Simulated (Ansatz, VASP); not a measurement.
One calculation of CdS, two programs

```
Cd S
1.0
     0.00000    2.91650    2.91650
     2.91650    0.00000    2.91650
     2.91650    2.91650    0.00000
Cd S
1 1
Cartesian
  0.0000 0.0000 0.0000
  1.4583 1.4583 1.4583
```

Alike in both runs: task single point; functional PBE; k mesh 14 × 14 × 14; occupations gaussian, width 0.02 eV; no spin polarisation.

|  | VASP | Ansatz |
| --- | --- | --- |
| version | VASP 6.6.1 | Ansatz 0.2.0 |
| potentials or method | VASP PAW PBE potentials, release 64 (Cd, S), cutoff 500 eV | scalar-relativistic, plane waves, PAW |
| valence electrons in the cell | 18 | 26 |

VASP gave:

```
gap on the k mesh at the Fermi level (eV) : 1.15
least direct gap on the mesh (eV)         : 1.15
pressure (GPa)                            : 3.2
```

**Question.** What did Ansatz give for the same quantities?

**Answer.** gap on the k mesh at the Fermi level (eV): 1.15; least direct gap on the mesh (eV): 1.15; pressure (GPa): 2.8.

VASP's potentials hold 18 valence electrons a cell and Ansatz's 26, so a difference there can come from the potentials and not from the codes.
